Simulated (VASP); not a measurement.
# InSb (F-43m) in VASP: a series of runs

Aim: see how the results for InSb move with the level of theory and the settings. Levels: r2SCAN, PBE. Tasks: single point, relaxation of cell and atoms.

Everything below comes from runs of VASP 6.6.1. Logs are shortened: lines on timing, memory, paths and dates and some standing lists are left out, and cuts for length are marked.

**Measured values to compare with.**

“Electronic Structure and Epitaxy of CdTe Shells on InSb Nanowires”, 2021, arxiv:2111.05126 quotes, for a bulk crystal of InSb: band gap 0.24 eV.

The runs below are set against these values where they give the same quantity.

**1. The cell of the first run**

The structure is cubic, space group F-43m (No. 216). The conventional cell has a = 6.559 Å, b = 6.559 Å, c = 6.559 Å, α = 90.00°, β = 90.00°, γ = 90.00°. In (site symmetry -43m) has 4 Sb at 2.84 Å within 3.7 Å. Within 3.7 Å of Sb (site symmetry -43m) lie 4 In at 2.84 Å.

**2. Single point, r2SCAN**

Contents of POSCAR:

```
InSb
1.0
    0.0000000000      3.2795276001      3.2795276001
    3.2795276001      0.0000000000      3.2795276001
    3.2795276001      3.2795276001      0.0000000000
In Sb
1 1
Direct
    0.0000000000      0.0000000000      0.0000000000
    0.2500000000      0.2500000000      0.2500000000
```

Contents of INCAR.step1:

```
SYSTEM = InSb
  PREC = Accurate
  ENCUT = 520
  ISMEAR = -1
  SIGMA = 0.02
  LREAL = .False.
  LASPH = .True.
  NELM = 80
  NBANDS = 16
  GGA = PE
  ALGO = Normal
  EDIFF = 1E-4
  LWAVE = .True.
  LCHARG = .False.
```

Contents of INCAR.step2:

```
SYSTEM = InSb
  PREC = Accurate
  ENCUT = 520
  EDIFF = 1E-6
  ISMEAR = -1
  SIGMA = 0.02
  LREAL = .False.
  LASPH = .True.
  NELM = 80
  ALGO = Normal
  ISIF = 2
  LWAVE = .False.
  LCHARG = .True.
  METAGGA = R2SCAN
  LMIXTAU = .True.
  LELF = .True.
  LVHAR = .True.
  NBANDS = 16
  ISTART = 1
```

Contents of KPOINTS:

```
regular mesh
0
Gamma
  6 6 6
  0 0 0
```

Potentials or basis: VASP PAW PBE potentials, release 64 (In_d, Sb).

Launch:

```bash
> cat potpaw_PBE.64/In_d/POTCAR potpaw_PBE.64/Sb/POTCAR > POTCAR
> cp INCAR.step1 INCAR
> mpirun -np 1 vasp_std > vasp.out
> cp INCAR.step2 INCAR
> mpirun -np 1 vasp_std > vasp.out
```

OUTCAR:

```text
SYSTEM = InSb
   PREC = Accurate
   ENCUT = 520
   EDIFF = 1E-6
   ISMEAR = -1
   LREAL = .False.
   LASPH = .True.
   NELM = 80
   ISIF = 2
   METAGGA = R2SCAN
   ISTART = 1

 ion  position               nearest neighbor table
   1  0.000  0.000  0.000-   2 2.84   2 2.84   2 2.84   2 2.84
   2  0.250  0.250  0.250-   1 2.84   1 2.84   1 2.84   1 2.84

  LATTYP: Found a face centered cubic cell.
 ALAT       =     6.5590552002

  Lattice vectors:

 A1 = (   0.0000000000,   3.2795276001,   3.2795276001)
 A2 = (   3.2795276001,   0.0000000000,   3.2795276001)
 A3 = (   3.2795276001,   3.2795276001,   0.0000000000)

Analysis of symmetry for initial positions (statically):
=====================================================================
 Subroutine PRICEL returns:
 Original cell was already a primitive cell.

 Routine SETGRP: Setting up the symmetry group for a
 face centered cubic supercell.

 Subroutine GETGRP returns: Found 24 space group operations
 (whereof 24 operations were pure point group operations)
 out of a pool of 48 trial point group operations.

The static configuration has the point symmetry T_d .

Analysis of symmetry for dynamics (positions and initial velocities):
=====================================================================
 Subroutine PRICEL returns:
 Original cell was already a primitive cell.

 Routine SETGRP: Setting up the symmetry group for a
 face centered cubic supercell.

 Subroutine GETGRP returns: Found 24 space group operations
 (whereof 24 operations were pure point group operations)
 out of a pool of 48 trial point group operations.

The dynamic configuration has the point symmetry T_d .

 Subroutine INISYM returns: Found 24 space group operations
 (whereof 24 operations are pure point group operations),
 and found     1 'primitive' translations

----------------------------------------------------------------------------------------

                                     Primitive cell

  volume of cell :      70.5446

  direct lattice vectors                    reciprocal lattice vectors
     0.000000000  3.279527600  3.279527600    -0.152460982  0.152460982  0.152460982
     3.279527600  0.000000000  3.279527600     0.152460982 -0.152460982  0.152460982
     3.279527600  3.279527600  0.000000000     0.152460982  0.152460982 -0.152460982

  length of vectors
     4.637952410  4.637952410  4.637952410     0.264070168  0.264070168  0.264070168

  position of ions in fractional coordinates (direct lattice)
     0.000000000  0.000000000  0.000000000
     0.250000000  0.250000000  0.250000000

  ion indices of the primitive-cell ions
   primitive index   ion index
                 1           1
                 2           2

----------------------------------------------------------------------------------------

 KPOINTS: regular mesh

Automatic generation of k-mesh.
 Grid dimensions read from file:
 generate k-points for:    6    6    6

 Generating k-lattice:

  Cartesian coordinates                     Fractional coordinates (reciprocal lattice)
    -0.025410164  0.025410164  0.025410164     0.166666667  0.000000000  0.000000000
     0.025410164 -0.025410164  0.025410164     0.000000000  0.166666667  0.000000000
     0.025410164  0.025410164 -0.025410164     0.000000000  0.000000000  0.166666667

  Length of vectors
     0.044011695  0.044011695  0.044011695

  Shift w.r.t. Gamma in fractional coordinates (k-lattice)
     0.000000000  0.000000000  0.000000000

 Subroutine IBZKPT returns following result:
 ===========================================

 Found     16 irreducible k-points:

 Following reciprocal coordinates:
            Coordinates               Weight
  0.000000  0.000000  0.000000      1.000000
  0.166667  0.000000  0.000000      8.000000
  0.333333  0.000000  0.000000      8.000000
  0.500000  0.000000  0.000000      4.000000
  0.166667  0.166667  0.000000      6.000000
  0.333333  0.166667  0.000000     24.000000
[... 8 lines left out ...]
 -0.333333  0.333333  0.166667     24.000000
 -0.333333  0.500000  0.166667     12.000000
   k-points           NKPTS =     16   k-points in BZ     NKDIM =     16   number of bands    NBANDS=     16
   number of dos      NEDOS =    301   number of ions     NIONS =      2
   total plane-waves  NPLWV =  46656
   dimension x,y,z NGX =    36 NGY =   36 NGZ =   36
   dimension x,y,z NGXF=    72 NGYF=   72 NGZF=   72
   ions per type =               1   1
   NGX,Y,Z   is equivalent  to a cutoff of  12.90, 12.90, 12.90 a.u.
   NGXF,Y,Z  is equivalent  to a cutoff of  25.81, 25.81, 25.81 a.u.
 SYSTEM =  InSb
   PREC   = accura    normal or accurate (medium, high low for compatibility)
   ISTART =      1    job   : 0-new  1-cont  2-samecut
   ICHARG =      0    charge: 1-file 2-atom 10-const
   ISPIN  =      1    spin polarized calculation?
   LNONCOLLINEAR =      F non collinear calculations
   LSORBIT =      F    spin-orbit coupling
   LASPH  =      T    aspherical Exc in radial PAW
   ENCUT  =  520.0 eV  38.22 Ry    6.18 a.u.   8.62  8.62  8.62*2*pi/ulx,y,z
   NELM   =     80;   NELMIN=  2; NELMDL=  0     # of ELM steps
   EDIFF  = 0.1E-05   stopping-criterion for ELM
   LREAL  =      F    real-space projection
   EDIFFG = 0.1E-04   stopping-criterion for IOM
   NSW    =      0    number of steps for IOM
   IBRION =     -1    ionic relax: 0-MD 1-quasi-New 2-CG
   NFREE  =      0    steps in history (QN), initial steepest desc. (CG)
   ISIF   =      2    stress and relaxation
   ISYM   =      2    0-nonsym 1-usesym 2-fastsym
   POTIM  = 0.5000    time-step for ionic-motion
   TEBEG  =    0.0;   TEEND  =   0.0 temperature during run
   PSTRESS=    0.0 pullay stress
   NELECT =      18.0000    total number of electrons
   NUPDOWN=      -1.0000    fix difference up-down
   EMIN   =  10.00;   EMAX   =-10.00  energy-range for DOS
   EFERMI =   0.00;   METHOD = LEGACY
   ISMEAR =    -1;   SIGMA  =   0.02  broadening in eV -4-tet -1-fermi 0-gaus
   EFERMI_NEDOS =   21; number of points for ismear=-14 and -15
   IALGO  =     38    algorithm
   IMIX   =      4    mixing-type and parameters
     AMIX     =   0.40;   BMIX     =  1.00
     AMIX_MAG =   1.60;   BMIX_MAG =  1.00
  volume/ion in A,a.u.               =      35.27       238.03
  Fermi-wavevector in a.u.,A,eV,Ry     =   1.038351  1.962200 14.669444  1.078174
  Thomas-Fermi vector in A             =   2.172832
   LORBIT       =      0    0 simple, 1 ext, 2 COOP (PROOUT), +10 PAW based schemes
   METAGGA = R2SCAN    functional components
   LHFCALC =     F    Hartree Fock is set to
   AEXX    =    0.0000 exact exchange contribution
   IVDW    =     0    specifies the selected vdW correction
   LEPSILON=     F    determine dielectric tensor
   LRPA    =     F    only Hartree local field effects (RPA)
 non-spin polarized calculation
  energy-cutoff  :      520.00
  volume of cell :       70.54
 maximum number of plane-waves:      1917
 NGX is ok and might be reduce to    36
   NGX = 17   NGY = 17   NGZ = 17

 number of electron      18.0000000 magnetization

 Free energy of the ion-electron system (eV)
  ---------------------------------------------------
  ext. energy  EPLUGINS =         0.00000000
  ---------------------------------------------------
  free energy    TOTEN  =       -48.74834488 eV

  energy without entropy =      -48.74793413  energy(sigma->0) =      -48.74813951

 E-fermi :   4.5667     XC(G=0):  -9.0751

 val. band max:        4.5539294164   @ k =   0.0000   0.0000   0.0000
 cond. band min:       5.3028566232   @ k =   0.5000   0.0000   0.0000
 fundamental gap:      0.7489272068
 Fermi energy:         4.5666675530

 k-point     1 :       0.0000    0.0000    0.0000
  band No.  band energies     occupation
      1     -10.4852      2.00000
      2     -10.4852      2.00000
      3     -10.4852      2.00000
      4     -10.3943      2.00000
      5     -10.3943      2.00000
      6      -6.3420      2.00000
[... 8 lines left out ...]
     15      13.1687      0.00000
     16      13.1687      0.00000

 k-point     2 :       0.1667    0.0000    0.0000
  band No.  band energies     occupation
      1     -10.4963      2.00000
      2     -10.4799      2.00000
      3     -10.4799      2.00000
      4     -10.3945      2.00000
      5     -10.3945      2.00000
      6      -6.0926      2.00000
[... 8 lines left out ...]
     15      12.2508      0.00000
     16      12.2508      0.00000

 k-point     3 :       0.3333    0.0000    0.0000
  band No.  band energies     occupation
      1     -10.5182      2.00000
      2     -10.4706      2.00000
      3     -10.4706      2.00000
      4     -10.3938      2.00000
      5     -10.3938      2.00000
      6      -5.4507      2.00000
[... 8 lines left out ...]
     15      12.6746      0.00000
     16      12.6746      0.00000

 k-point     4 :       0.5000    0.0000    0.0000
  band No.  band energies     occupation
      1     -10.5289      2.00000
      2     -10.4666      2.00000
      3     -10.4666      2.00000
      4     -10.3928      2.00000
      5     -10.3928      2.00000
      6      -4.9863      2.00000
[... 8 lines left out ...]
     15      14.1816      0.00000
     16      14.1816      0.00000
[... 172 lines left out ...]
 k-point    14 :       0.5000    0.3333    0.1667
  band No.  band energies     occupation
      1     -10.5384      2.00000
      2     -10.4603      2.00000
      3     -10.4550      2.00000
      4     -10.4019      2.00000
      5     -10.3904      2.00000
      6      -4.9271      2.00000
[... 8 lines left out ...]
     15      13.7721      0.00000
     16      15.2393      0.00000

 k-point    15 :      -0.3333    0.3333    0.1667
  band No.  band energies     occupation
      1     -10.5435      2.00000
      2     -10.4591      2.00000
      3     -10.4504      2.00000
      4     -10.4006      2.00000
      5     -10.3921      2.00000
      6      -4.5436      2.00000
[... 8 lines left out ...]
     15      14.6221      0.00000
     16      15.0371      0.00000

 k-point    16 :      -0.3333    0.5000    0.1667
  band No.  band energies     occupation
      1     -10.5519      2.00000
      2     -10.4531      2.00000
      3     -10.4446      2.00000
      4     -10.4058      2.00000
      5     -10.3894      2.00000
      6      -4.3569      2.00000
[... 8 lines left out ...]
     15      14.6661      0.00000
     16      15.4637      0.00000

------------------------ aborting loop because EDIFF is reached ----------------------------------------

  FORCE on cell =-STRESS in cart. coord.  units (eV):
  Direction    XX          YY          ZZ          XY          YZ          ZX
  --------------------------------------------------------------------------------------
  -------------------------------------------------------------------------------------
  Total       -0.0140758     -0.0140758     -0.0140758     -0.0000000     -0.0000000      0.0000000
  in kB       -0.3196824     -0.3196824     -0.3196824     -0.0000000     -0.0000000      0.0000000
  external PRESSURE =      -0.3196824 kB  Pullay stress =       0.0000000 kB

 VOLUME and BASIS-vectors are now :
 -----------------------------------------------------------------------------
  energy-cutoff  :      520.00
  volume of cell :       70.54
      direct lattice vectors                 reciprocal lattice vectors
     0.000000000  3.279527600  3.279527600    -0.152460982  0.152460982  0.152460982
     3.279527600  0.000000000  3.279527600     0.152460982 -0.152460982  0.152460982
     3.279527600  3.279527600  0.000000000     0.152460982  0.152460982 -0.152460982

 POSITION                                       TOTAL-FORCE (eV/Angst)
 -----------------------------------------------------------------------------------
      0.00000      0.00000      0.00000        -0.000000     -0.000000     -0.000000
      1.63976      1.63976      1.63976         0.000000      0.000000      0.000000
 -----------------------------------------------------------------------------------
    total drift:                               -0.000001     -0.000001     -0.000001

  FREE ENERGIE OF THE ION-ELECTRON SYSTEM (eV)
  ---------------------------------------------------
  free  energy   TOTEN  =       -48.7483448838 eV

  energy  without entropy=      -48.7479341299  energy(sigma->0) =      -48.74813951
```

Run time: 68 s. Hardware: 1 thread of AMD EPYC 7R13 (Zen 3), shared host; peak memory 0.19 GiB.

What came out:

| Quantity | Value |
| --- | --- |
| Free energy | -48.7483 eV |
| Pressure | 0.0 GPa |
| Band gap on the k mesh | 0.01 eV |

Caveat: the smearing spreads over this small gap; semilocal functionals underestimate gaps, and a narrow one can read as zero; the PAW data sets were made with another functional, which shifts forces and pressure a little; spin-orbit coupling is left out, which moves the levels of the heavy elements.

(Part 1 of 2 ends here.)

The gap in the log of VASP goes by the Fermi energy; the results here count the filled bands.